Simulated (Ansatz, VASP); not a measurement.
# W in VASP and in Ansatz

```xyz
8
Lattice="5.0320 0.0000 0.0000 0.0000 5.0320 0.0000 0.0000 0.0000 4.6295" Properties=species:S:1:pos:R:3 pbc="T T T"
W     0.0000    0.0000    0.0000
W     2.5160    2.5160    2.3147
W     0.0000    2.5160    1.1574
W     0.0000    2.5160    3.4721
W     1.2580    0.0000    2.3147
W     3.7740    0.0000    2.3147
W     2.5160    3.7740    0.0000
W     2.5160    1.2580    0.0000
```

Change from the starting cell: strain +0.000 along x and y, -0.080 along z, atoms carried along.

Alike in both runs: task single point; functional PBEsol; k mesh 8 × 8 × 8; occupations gaussian, width 0.15 eV; no spin polarisation.

|  | VASP | Ansatz |
| --- | --- | --- |
| version | VASP 6.6.1 | Ansatz 0.2.0 |
| potentials or method | VASP PAW PBE potentials, release 64 (W_sv), cutoff 520 eV | scalar-relativistic, plane waves, PAW |
| valence electrons in the cell | 112 | 112 |

|  | VASP | Ansatz | Ansatz less VASP |
| --- | --- | --- | --- |
| gap on the k mesh at the Fermi level (eV) | none | none | - |
| pressure (GPa) | 35.6 | 34.1 | -1.52 |
| traceless stress, the component that is largest in VASP (GPa) | 34.23 | 33.34 | -0.890 |
| rms of the force components (eV/Å) | 0.106 | 0.102 | -0.0038 |

VASP's potentials were made for PBE, not for PBEsol. Atom by atom the forces differ by 0.004 eV/Å (rms over components). A gap of «none» marks a metal or a gap that the smearing closes. Both programs put the cell under a high pressure, so it lies far from rest at this level.

Neither program's run includes spin-orbit coupling.
